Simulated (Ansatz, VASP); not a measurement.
**Si3O2: VASP beside Ansatz**

```
CELL_PARAMETERS angstrom
4.35364 0.00000 0.00000
0.00000 4.35364 0.00000
0.00000 0.00000 3.60172
ATOMIC_POSITIONS crystal
Si 0.00000 0.00000 0.77843
Si 0.00000 0.00000 0.22157
Si 0.50000 0.50000 0.50000
O 0.00000 0.50000 0.04660
O 0.50000 0.00000 0.95340
```

Alike in both runs: task relaxation of cell and atoms; functional PBE; k mesh 4 × 4 × 6; occupations gaussian, width 0.1 eV; no spin polarisation.

```csv
,VASP,Ansatz
version,VASP 6.6.1,Ansatz 0.2.0
potentials or method,"VASP PAW PBE potentials, release 64 (Si, O_h), cutoff 910 eV","scalar-relativistic, plane waves, PAW"
valence electrons in the cell,24,24
```

|  | VASP | Ansatz | Ansatz less VASP |
| --- | --- | --- | --- |
| gap on the k mesh at the Fermi level, each at its own relaxed structure (eV) | none | none | - |
| relaxed volume (Å³/atom) | 10.53 | 13.96 | +3.436 |
| relaxed length of the cell vector where the two differ most in proportion (Å) | 3.115 | 3.497 | +0.3825 |

A gap of «none» marks a metal or a gap that the smearing closes. One of these differences is far larger than is usual between the two programs; its cause wasn't traced.

The k mesh is coarse, so the values compare programs but aren't converged. Noted on VASP's run: the cutoff is under 1.25 times that of the potentials, so the pressure is a little rough; the volume moved by over 15 % at a fixed basis, so the end points are rough.
